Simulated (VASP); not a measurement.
# Si in VASP: notebook, part 2 of 2

VASP 6.6.1.

## (5) Relaxation of the atoms, LDA

This run uses another cell than the first one, of 19.80 Å³/atom, 0.989 times its volume.

INCAR

```
SYSTEM = Si
ALGO = Normal
EDIFF = 1E-6
EDIFFG = -5E-4
ENCUT = 520
GGA = CA
IBRION = 2
ISIF = 2
ISMEAR = 0
LASPH = .TRUE.
LCHARG = .FALSE.
LREAL = .FALSE.
LWAVE = .FALSE.
NELM = 80
NSW = 80
PREC = Accurate
SIGMA = 0.01
```

KPOINTS

```
k-points
0
G
  10 10 10
  0 0 0
```

POSCAR

```
Si
1.0
    0.0000000000      2.7009735042      2.7144783717
    2.7009735042      0.0000000000      2.7144783717
    2.7009735042      2.7009735042      0.0000000000
Si
2
Direct
    0.0000000000      0.0000000000      0.0000000000
    0.2500000000      0.2500000000      0.2500000000
```

Potentials or basis: VASP PAW LDA potentials, release 64 (Si).

The run is started by

```bash
cat potpaw_LDA.64/Si/POTCAR > POTCAR
mpirun -np 1 vasp_std > vasp.out
```

OUTCAR:

```text
SYSTEM = Si
   EDIFF = 1E-6
   EDIFFG = -5E-4
   ENCUT = 520
   GGA = CA
   IBRION = 2
   ISIF = 2
   ISMEAR = 0
   LASPH = .TRUE.
   LREAL = .FALSE.
   NELM = 80
   NSW = 80
   PREC = Accurate

 ion  position               nearest neighbor table
   1  0.000  0.000  0.000-   2 2.34   2 2.34   2 2.34   2 2.34
   2  0.250  0.250  0.250-   1 2.34   1 2.34   1 2.34   1 2.34

  LATTYP: Found a body centered tetragonal cell.
 ALAT       =     3.8197533613
 C/A-ratio  =     1.4212846302

  Lattice vectors:

 A1 = (  -2.7009735042,   0.0000000000,   2.7144783717)
 A2 = (   2.7009735042,   0.0000000000,   2.7144783717)
 A3 = (   0.0000000000,   2.7009735042,  -2.7144783717)

Analysis of symmetry for initial positions (statically):
=====================================================================
 Subroutine PRICEL returns:
 Original cell was already a primitive cell.

 Routine SETGRP: Setting up the symmetry group for a
 body centered tetragonal supercell.

 Subroutine GETGRP returns: Found 16 space group operations
 (whereof  8 operations were pure point group operations)
 out of a pool of 16 trial point group operations.

[... 172 lines left out ...]
 k-point     1 :       0.0000    0.0000    0.0000
  band No.  band energies     occupation
      1      -6.1502      2.00000
      2       5.8585      2.00000
      3       5.8938      2.00000
      4       5.8938      2.00000
      5       8.4050      0.00000
      6       8.4050      0.00000
      7       8.4227      0.00000
      8       9.2163      0.00000
[... 243 lines left out ...]
 k-point    24 :       0.4000    0.3000    0.0000
  band No.  band energies     occupation
      1      -3.9776      2.00000
      2       0.4269      2.00000
      3       2.9946      2.00000
      4       3.4451      2.00000
      5       6.8541      0.00000
      6       8.0366      0.00000
      7      12.7999      0.00000
      8      12.9357      0.00000

 [... further k-points ...]

------------------------ aborting loop because EDIFF is reached ----------------------------------------

  FORCE on cell =-STRESS in cart. coord.  units (eV):
  Direction    XX          YY          ZZ          XY          YZ          ZX
  --------------------------------------------------------------------------------------
  -------------------------------------------------------------------------------------
  Total       -0.0666234     -0.0666234     -0.1868311      0.0000000     -0.0000000      0.0000000
  in kB       -2.6951325     -2.6951325     -7.5579292      0.0000000     -0.0000000      0.0000000
  external PRESSURE =      -4.3160647 kB  Pullay stress =       0.0000000 kB

 VOLUME and BASIS-vectors are now :
 -----------------------------------------------------------------------------
  energy-cutoff  :      520.00
  volume of cell :       39.61
      direct lattice vectors                 reciprocal lattice vectors
     0.000000000  2.700973504  2.714478372    -0.185118439  0.185118439  0.184197452
     2.700973504  0.000000000  2.714478372     0.185118439 -0.185118439  0.184197452
     2.700973504  2.700973504  0.000000000     0.185118439  0.185118439 -0.184197452

 POSITION                                       TOTAL-FORCE (eV/Angst)
 -----------------------------------------------------------------------------------
      0.00000      0.00000      0.00000         0.000000      0.000000      0.000000
      1.35049      1.35049      1.35724        -0.000000     -0.000000     -0.000000
 -----------------------------------------------------------------------------------
    total drift:                                0.000000      0.000000     -0.000000

  FREE ENERGIE OF THE ION-ELECTRON SYSTEM (eV)
  ---------------------------------------------------
  free  energy   TOTEN  =       -11.9186648725 eV

  energy  without entropy=      -11.9186648725  energy(sigma->0) =      -11.91866487

 reached required accuracy - stopping structural energy minimisation
```

OSZICAR:

```text
N       E                     dE             d eps       ncg     rms          rms(c)
DAV:   1     0.635842982558E+01    0.63584E+01   -0.32707E+03  1632   0.770E+02
DAV:   2    -0.119329832187E+02   -0.18291E+02   -0.17680E+02  2464   0.836E+01
DAV:   3    -0.121858919739E+02   -0.25291E+00   -0.25291E+00  2176   0.124E+01
DAV:   4    -0.121869992132E+02   -0.11072E-02   -0.11072E-02  2592   0.897E-01
DAV:   5    -0.121870000261E+02   -0.81291E-06   -0.81302E-06  2192   0.229E-02    0.508E+00
DAV:   6    -0.120022608215E+02    0.18474E+00   -0.12638E-01  1928   0.178E+00    0.305E+00
DAV:   7    -0.119186643395E+02    0.83596E-01   -0.22076E-01  1928   0.240E+00    0.247E-01
DAV:   8    -0.119186802130E+02   -0.15874E-04   -0.64773E-03  1896   0.600E-01    0.688E-02
DAV:   9    -0.119186605332E+02    0.19680E-04   -0.20340E-04  2464   0.963E-02    0.588E-02
DAV:  10    -0.119186649487E+02   -0.44155E-05   -0.10351E-05  2040   0.237E-02    0.317E-02
DAV:  11    -0.119186648725E+02    0.76213E-07   -0.62951E-07  1584   0.563E-03
   1 F= -.11918665E+02 E0= -.11918665E+02  d E =-.119187E+02
```

CONTCAR:

```text
Si
   1.00000000000000
     0.0000000000000000    2.7009735041999998    2.7144783716999998
     2.7009735041999998    0.0000000000000000    2.7144783716999998
     2.7009735041999998    2.7009735041999998    0.0000000000000000
  Si
     2
Direct
     0.0000000000000000    0.0000000000000000    0.0000000000000000
     0.2500000000000000    0.2500000000000000    0.2500000000000000

  0.00000000E+00  0.00000000E+00  0.00000000E+00
  0.00000000E+00  0.00000000E+00  0.00000000E+00
```

Run time: 14 s. Hardware: 1 thread of Intel Xeon Platinum 8375C at 2.90GHz (Ice Lake), shared host; peak memory 0.15 GiB.

What came out:

```yaml
Free_energy: -11.9187 eV
Pressure_after_relaxing: -0.4 GPa
Band_gap_on_the_k_mesh: 0.43 eV, indirect (least direct gap 2.51 eV)
```

Stress tensor (GPa, compression positive):
```
-0.27  0.00  0.00
 0.00 -0.27  0.00
 0.00  0.00 -0.76
```

Final structure:
```
Si
1.0
     0.00000    2.70097    2.71448
     2.70097    0.00000    2.71448
     2.70097    2.70097    0.00000
Si
2
Cartesian
  0.0000 0.0000 0.0000
  1.3505 1.3505 1.3572
```

Caveat: the relaxation stopped at its first step, so nothing moved.

## (6) Summary

```tsv
task	cell	cutoff (eV)	gap on the mesh (eV)	pressure (GPa)
relaxation of cell and atoms	relaxed from a = 3.840 Å, angles 60.0°, 2 atoms	600	0.45	0.0
single point	a = 3.820, b = 3.820, c = 3.829 Å, angles 59.9, 59.9, 59.8°, 2 atoms	520	0.43	0.0
single point	a = 3.820, b = 3.820, c = 3.810 Å, angles 60.1, 60.1, 60.2°, 2 atoms	520	0.43	0.0
relaxation of the atoms	atoms relaxed from a = 3.829, b = 3.829, c = 3.820 Å, angles 60.1, 60.1, 59.8°, 2 atoms	520	0.43	-0.4
```

Alike in all rows: level LDA; potentials or basis VASP PAW LDA potentials, release 64 (Si); no spin polarisation; k mesh 10 × 10 × 10; smearing gaussian 0.01 eV.

Caveats: the relaxation stopped at its first step, so nothing moved (some runs).

Total energies depend on the potentials used, so only differences within one code and one set of settings carry meaning.
